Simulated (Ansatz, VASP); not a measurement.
# Al in VASP and in Ansatz

```
CELL_PARAMETERS angstrom
0.00000 1.99181 1.99181
1.99181 0.00000 1.99181
1.99181 1.99181 0.00000
ATOMIC_POSITIONS crystal
Al 0.00000 0.00000 0.00000
```

Alike in both runs: functional LDA; k mesh 18 × 18 × 18; occupations gaussian, width 0.1 eV; no spin polarisation.

Ansatz relaxed the structure, and its values are those at the end. VASP's run is a single point on that final structure, the one shown.

|  | VASP | Ansatz |
| --- | --- | --- |
| version | VASP 6.6.1 | Ansatz 0.2.0 |
| potentials or method | VASP PAW LDA potentials, release 64 (Al), cutoff 500 eV | scalar-relativistic, plane waves, PAW |
| valence electrons in the cell | 3 | 3 |

VASP gave:

| Property | Result |
| --- | --- |
| gap on the k mesh at the Fermi level (eV) | none |
| pressure (GPa) | 0.1 |

**Question.** Which values does Ansatz return?

**Answer.** gap on the k mesh at the Fermi level (eV): none; pressure (GPa): 0.0.

LDA's correlation is that of Perdew and Zunger in VASP and of Perdew and Wang (1992) in Ansatz. A gap of «none» marks a metal or a gap that the smearing closes.
